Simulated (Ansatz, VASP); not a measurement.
**One calculation of V2MoSe6, two programs**

```
V Mo Se
1.0
     3.32923    0.00000    0.00000
    -1.66462    2.88320    0.00000
     0.00000    0.00000   21.27526
V Mo Se
2 1 6
Direct
  0.00000 0.00000 0.33488
  0.00000 0.00000 0.66512
  0.00000 0.00000 0.00000
  0.33333 0.66667 0.07979
  0.33333 0.66667 0.40919
  0.33333 0.66667 0.73946
  0.66667 0.33333 0.26054
  0.66667 0.33333 0.59081
  0.66667 0.33333 0.92021
```

Alike in both runs: task single point; functional PBE; k mesh 6 × 6 × 1; occupations gaussian, width 0.2 eV; collinear spin.

|  | VASP | Ansatz |
| --- | --- | --- |
| version | VASP 6.6.1 | Ansatz 0.2.0 |
| potentials or method | VASP PAW PBE potentials, release 64 (V_sv, Mo_sv, Se), cutoff 520 eV | scalar-relativistic, plane waves, PAW |
| valence electrons in the cell | 76 | 136 |

|  | VASP | Ansatz | Ansatz less VASP |
| --- | --- | --- | --- |
| gap on the k mesh at the Fermi level (eV) | none | none | - |
| pressure (GPa) | 0.0 | -0.1 | -0.15 |
| traceless stress, the component that is largest in VASP (GPa) | 0.34 | 0.30 | -0.034 |
| rms of the force components (eV/Å) | 0.022 | 0.010 | -0.0118 |
| net moment per atom (μB) | 0.12 | 0.12 | 0.000 |
| size of the moment on the site where the two differ most (μB) | 0.58 | 0.54 | -0.040 |

Site moments also hang on the region over which each program counts them. Atom by atom the forces differ by 0.012 eV/Å (rms over components). A gap of «none» marks a metal or a gap that the smearing closes. With one functional, cell and mesh, what is left measures potentials, basis and numerics. VASP's potentials hold 76 valence electrons a cell and Ansatz's 136, so a difference there can come from the potentials and not from the codes.

The k mesh is coarse, so the values compare programs but aren't converged.
